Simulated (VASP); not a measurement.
A run of VASP 6.6.1 is set up as follows.

The input INCAR:

```
ALGO = Normal
EDIFF = 1E-6
ENCUT = 520
GGA = PE
ISIF = 2
ISMEAR = -1
LASPH = T
LCHARG = F
LREAL = F
LWAVE = F
NBANDS = 16
NELM = 80
PREC = Accurate
SIGMA = 0.05
```

File KPOINTS:

```
k-points
0
Gamma
  5 5 4
```

POSCAR

```
Se
1.0
    4.5203796332      0.0000000000      0.0000000000
   -2.2601898166      3.9147635971      0.0000000000
    0.0000000000      0.0000000000      5.0453124951
Se
3
Direct
    0.2189274285      0.0000000000      0.3333333333
    1.0000000000      0.2189274285      0.6666666667
    0.7810725715      0.7810725715      0.0000000000
```

Potentials or basis: VASP PAW PBE potentials, release 64 (Se).

The run is started by

```sh
$ cat potpaw_PBE.64/Se/POTCAR > POTCAR
$ mpirun -np 1 vasp_std > vasp.out
```

Task: Estimate the largest force.

Result: 0.027 eV/Å.

Task: What does it give for the pressure?

Result: 0.1 GPa.

Task: What does it give for the band gap on the k mesh?

Result: 1.30 eV, direct.

Forces in eV/Å, atoms in the order of the input:
```
Se   0.027  0.000  0.000
Se  -0.013  0.023  0.000
Se  -0.013 -0.023  0.000
```

A k mesh can miss the band edges.
